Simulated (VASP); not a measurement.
A run of VASP 6.6.1 is set up as follows.

The input INCAR:

```
ALGO = Normal
EDIFF = 1E-6
ENCUT = 520
GGA = PE
ISIF = 2
ISMEAR = 0
ISPIN = 2
LASPH = T
LCHARG = F
LMAXMIX = 4
LORBIT = 11
LREAL = F
LWAVE = F
MAGMOM = 2.42 0 0 0 0 0 0 0 0 0
NBANDS = 44
NELM = 150
PREC = Accurate
SIGMA = 0.1
```

File KPOINTS:

```
k-points
0
Gamma
  6 6 6
```

The input POSCAR:

```
CrAgC4N4
1.0
    6.0549558390      0.0000000000      0.0000000000
    0.0000000000      6.0549558390      0.0000000000
    0.0000000000      0.0000000000      6.0549558390
Cr Ag C N
1 1 4 4
Direct
    0.5000000000      0.5000000000      0.5000000000
    0.0000000000      0.0000000000      0.0000000000
    0.2051548524      0.2051548524      0.2051548524
    0.2051548524      0.7948451476      0.7948451476
    0.7948451476      0.2051548524      0.7948451476
    0.7948451476      0.7948451476      0.2051548524
    0.3176975739      0.3176975739      0.3176975739
    0.3176975739      0.6823024261      0.6823024261
    0.6823024261      0.3176975739      0.6823024261
    0.6823024261      0.6823024261      0.3176975739
```

Potentials or basis: VASP PAW PBE potentials, release 64 (Cr_pv, Ag, C, N).

The run is started by

```console
$ cat potpaw_PBE.64/Cr_pv/POTCAR potpaw_PBE.64/Ag/POTCAR potpaw_PBE.64/C/POTCAR potpaw_PBE.64/N/POTCAR > POTCAR
$ mpirun -np 1 vasp_std > vasp.out
```

Q: Estimate the pressure.

A: 0.3 GPa.

Q: Predict the largest force.

A: 0.326 eV/Å.

Q: Estimate the net moment.

A: 3.00 μB per cell.

Forces on the atoms (eV/Å):
```
Cr   0.000  0.000  0.000
Ag   0.000  0.000  0.000
C   -0.188 -0.188 -0.188
C   -0.188  0.188  0.188
C    0.188 -0.188  0.188
C    0.188  0.188 -0.188
N    0.171  0.171  0.171
N    0.171 -0.171 -0.171
N   -0.171  0.171 -0.171
N   -0.171 -0.171  0.171
```

Caveat: a cell with one magnetic atom can't hold antiferromagnetic order, which such compounds often take.
